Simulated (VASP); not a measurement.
Here is a VASP 6.6.1 calculation.

Contents of INCAR:

```
SYSTEM = BaTiO3
PREC = Accurate
ENCUT = 1340
EDIFF = 1E-6
ISMEAR = 0
SIGMA = 0.02
LREAL = .FALSE.
LASPH = .TRUE.
NELM = 120
ALGO = Normal
ISIF = 2
LWAVE = .FALSE.
LCHARG = .TRUE.
GGA = PE
LELF = .TRUE.
LVHAR = .TRUE.
NBANDS = 28
GGA_COMPAT = .FALSE.
```

File KPOINTS:

```
regular mesh
0
G
  8 8 8
  0 0 0
```

File POSCAR:

```
BaTiO3
1.0
    3.8986734063      0.0000000000      0.0000000000
    0.0000000000      3.8986734063      0.0000000000
    0.0000000000      0.0000000000      4.1162665584
Ba Ti O
1 1 3
Direct
    0.5000000000      0.5000000000      0.5000000000
    0.0000000000      0.0000000000      0.0000000000
    0.5000000000      0.0000000000      0.0000000000
    0.0000000000      0.5000000000      0.0000000000
    0.0000000000      0.0000000000      0.5000000000
```

Potentials or basis: VASP PAW PBE potentials, release 64 (Ba_sv, Ti_sv, O_h).

The run is started by

```sh
$ cat potpaw_PBE.64/Ba_sv/POTCAR potpaw_PBE.64/Ti_sv/POTCAR potpaw_PBE.64/O_h/POTCAR > POTCAR
$ mpirun -np 1 vasp_std > vasp.out
```

Q: Estimate the band gap on the k mesh.

A: 1.69 eV (least direct gap 1.86 eV).

Q: What does it give for the pressure?

A: 9.1 GPa.

Stress tensor (GPa, compression positive):
```
12.86  0.00  0.00
 0.00 12.86  0.00
 0.00  0.00  1.48
```

Caveat: the stress differs along the axes, from 1 to 13 GPa; spin-orbit coupling is left out, which moves the levels of the heavy elements. A k mesh can miss the band edges.
